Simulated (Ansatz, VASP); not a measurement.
BaTe in VASP and in Ansatz

```
Ba Te
1.0
     0.00000    3.49765    3.49765
     3.49765    0.00000    3.49765
     3.49765    3.49765    0.00000
Ba Te
1 1
Direct
  0.50000 0.50000 0.50000
  0.00000 0.00000 0.00000
```

Alike in both runs: task single point; functional PBE; k mesh 8 × 8 × 8; occupations gaussian, width 0.02 eV; no spin polarisation.

```csv
,VASP,Ansatz
version,VASP 6.6.1,Ansatz 0.2.0
potentials or method,"VASP PAW PBE potentials, release 64 (Ba_sv, Te), cutoff 520 eV","scalar-relativistic, plane waves, PAW"
valence electrons in the cell,16,26
```

```tsv
	VASP	Ansatz	Ansatz less VASP
gap on the k mesh at the Fermi level (eV)	1.51	1.60	+0.083
least direct gap on the mesh (eV)	1.90	1.95	+0.052
pressure (GPa)	1.2	0.9	-0.33
```

VASP's potentials hold 16 valence electrons a cell and Ansatz's 26, so a difference there can come from the potentials and not from the codes.

Neither program's run includes spin-orbit coupling.
